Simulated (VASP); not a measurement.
**NaCl: single point with PBEsol**

Crystal: NaCl.

```xyz
2
Lattice="3.6423 0.0000 0.0000 0.0000 3.6423 0.0000 0.0000 0.0000 3.7824" Properties=species:S:1:pos:R:3 pbc="T T T"
Na    0.0000    0.0000    0.0000
Cl    1.8211    1.8211    1.8912
```

This cell differs from its parent crystal: strain +0.040 along x and y, +0.080 along z.

```yaml
Program: VASP 6.6.1
Task: single point
Functional: PBEsol
Potentials_or_basis: VASP PAW PBE potentials, release 64 (Na_pv, Cl)
Cutoff: 520 eV
k_mesh: 6 × 6 × 6
Occupations: gaussian, width 0.05 eV
Spin: no spin polarisation
Dipole_correction: no
Further_INCAR_settings: ALGO = Normal; EDIFF = 1e-06; NBANDS = 14
```

```yaml
Pressure: -3.6 GPa
Band_gap_on_the_k_mesh: 3.33 eV (least direct gap 3.69 eV)
```

Stress tensor (GPa, compression positive):
```
-2.91  0.00  0.00
 0.00 -2.91  0.00
 0.00  0.00 -5.00
```

Levels at points of the mesh, in eV from the valence-band top:
```csv
k point,band 5,band 6,band 7,band 8,band 9,band 10
"(0.00, 0.00, 0.00)",-0.62,-0.36,-0.36,3.33,8.30,8.61
"(0.50, 0.00, 0.00)",-2.43,-0.40,-0.16,6.18,7.51,10.31
"(0.50, 0.50, 0.00)",-1.85,-1.85,-0.18,5.48,9.12,9.80
"(0.00, 0.00, 0.50)",-2.45,-0.21,-0.21,6.30,7.29,10.34
"(0.50, 0.00, 0.50)",-1.93,-1.84,0.00,5.27,9.41,9.67
"(0.50, 0.50, 0.50)",-1.55,-1.55,-1.46,6.85,6.85,6.90
```

Run time: 23 s on 1 thread of Intel(R) Xeon(R) Platinum 8259CL CPU @ 2.50GHz (Skylake/Cascade Lake), with other jobs on the host, peak memory 0.16 GiB.

Caveat: the cell differs from its parent crystal (strain +0.040 along x and y, +0.080 along z); the cell stands under tension; the PAW data sets were made with another functional, which shifts forces and pressure a little. A k mesh can miss the band edges.
